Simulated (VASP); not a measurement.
Write the native input for VASP 6.6.1 that does the following.

```
Task                   : single point
Functional             : PBEsol
Potentials or basis    : VASP PAW PBE potentials, release 64 (Pb_d)
Cutoff                 : 520 eV
k mesh                 : 18 × 18 × 18
Occupations            : gaussian, width 0.15 eV
Spin                   : no spin polarisation
Dipole correction      : no
Further INCAR settings : ALGO = Fast; EDIFF = 1e-06; NBANDS = 13
```

The structure of Pb lies in POSCAR:

```
Pb
1.0
    0.0000000000      2.4299575490      2.5514554264
    2.4299575490      0.0000000000      2.5514554264
    2.4299575490      2.4299575490      0.0000000000
Pb
1
Direct
    0.0000000000      0.0000000000      0.0000000000
```

This cell differs from its parent crystal: ratio of the length along z to the lengths across it x 1.05, volume and fractional coordinates fixed.

These files were run (other wordings do the same):

INCAR

```
SYSTEM = Pb
  PREC = Accurate
  ENCUT = 520
  EDIFF = 1E-6
  ISMEAR = 0
  SIGMA = 0.15
  LREAL = .False.
  LASPH = .True.
  NELM = 60
  ALGO = Fast
  ISIF = 2
  LWAVE = .False.
  LCHARG = .True.
  GGA = PS
  LELF = .True.
  LVHAR = .True.
  NBANDS = 13
```

KPOINTS

```
Automatic mesh
0
Gamma
  18 18 18
  0 0 0
```

Potentials or basis: VASP PAW PBE potentials, release 64 (Pb_d).

Command:

```sh
$ cat potpaw_PBE.64/Pb_d/POTCAR > POTCAR
$ mpirun -np 1 vasp_std > vasp.out
```

Results of the run:

| Quantity | Value |
| --- | --- |
| Pressure | -0.2 GPa |
| Band gap on the k mesh | zero (band 7 reaches 14.61 eV, above the bottom of band 8 at 5.40 eV) |

Caveat: the PAW data sets were made with another functional, which shifts forces and pressure a little; spin-orbit coupling is left out, which moves the levels of the heavy elements.

Wall time 90 s on 1 thread of Intel(R) Xeon(R) 6975P-C (Granite Rapids), with other jobs on the host, peak memory 0.29 GiB.
